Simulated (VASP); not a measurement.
Input of a VASP 6.6.1 run:

Contents of INCAR:

```
PREC     = Accurate       # precision mode
ENCUT    = 500            # plane-wave cutoff, eV
EDIFF    = 1E-7           # SCF threshold, eV
ISMEAR   = -1             # smearing method
SIGMA    = 0.05           # smearing width, eV
LREAL    = F              # projectors in reciprocal space
LASPH    = T              # aspherical terms in the spheres
NELM     = 120            # most SCF steps
ALGO     = Normal         # electronic algorithm
ISIF     = 3              # what is computed and relaxed
LWAVE    = F              # write WAVECAR
LCHARG   = F              # write CHGCAR
GGA      = RE             # functional
IBRION   = 2              # ionic algorithm
NSW      = 60             # ionic steps
EDIFFG   = -0.01          # ionic threshold
GGA_COMPAT= F            
NELMIN   = 4
```

The input KPOINTS:

```
Automatic mesh
0
Gamma
  11 11 11
```

File POSCAR:

```
Ti
1.0
   -1.6410000000      1.6410000000      1.6410000000
    1.6410000000     -1.6410000000      1.6410000000
    1.6410000000      1.6410000000     -1.6410000000
Ti
1
Direct
    0.0000000000      0.0000000000      0.0000000000
```

Potentials or basis: VASP PAW PBE potentials, release 64 (Ti_sv).

Run with:

```console
$ cat potpaw_PBE.64/Ti_sv/POTCAR > POTCAR
$ mpirun -np 1 vasp_std > vasp.out
```

**Question.** Estimate the relaxed volume.

**Answer.** 17.59 Å³/atom.

**Question.** What does it give for the relaxed cell?

**Answer.** a = 2.838 Å, b = 2.838 Å, c = 2.838 Å, α = 109.47°, β = 109.47°, γ = 109.47°.

Final structure:
```xyz
1
Lattice="-1.6383 1.6383 1.6383 1.6383 -1.6383 1.6383 1.6383 1.6383 -1.6383" Properties=species:S:1:pos:R:3 pbc="T T T"
Ti    0.0000    0.0000    0.0000
```

Caveat: the PAW data sets were made with another functional, which shifts forces and pressure a little.
